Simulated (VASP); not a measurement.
A run of VASP 6.6.1 is set up as follows.

File INCAR:

```
SYSTEM = Se
  ALGO = Normal
  EDIFF = 1E-8
  ENCUT = 520
  GGA = PE
  ISIF = 2
  ISMEAR = -1
  LASPH = .True.
  LCHARG = .False.
  LEFG = .True.
  LREAL = .False.
  LWAVE = .False.
  NBANDS = 16
  NELM = 100
  PREC = Accurate
  SIGMA = 0.03
```

The input KPOINTS:

```
k-points
0
Gamma
  6 6 5
  0 0 0
```

File POSCAR:

```
Se
1.0
    4.3515971644      0.0000000000      0.0000000000
   -2.1757985822      3.7685936915      0.0000000000
    0.0000000000      0.0000000000      4.9370326522
Se
3
Direct
    0.2254000000      0.0000000000      0.3333333333
    0.0000000000      0.2254000000      0.6666666667
    0.7746000000      0.7746000000      0.0000000000
```

Potentials or basis: VASP PAW PBE potentials, release 64 (Se).

Command:

```sh
$ cat potpaw_PBE.64/Se/POTCAR > POTCAR
$ mpirun -np 1 vasp_std > vasp.out
```

Problem. Predict the band gap on the k mesh.

Solution. 1.31 eV (least direct gap 1.53 eV).

Problem. Predict the pressure.

Solution. 3.6 GPa.

Stress tensor (GPa, compression positive):
```
2.83 0.00 0.00
0.00 2.83 0.00
0.00 0.00 5.00
```

Caveat: the cell stands under pressure; without QUAD_EFG the Cq values of the log hold for a quadrupole moment of 1 mb, not for the nuclei; an odd mesh through Γ misses points on the zone boundary, where band edges can lie.
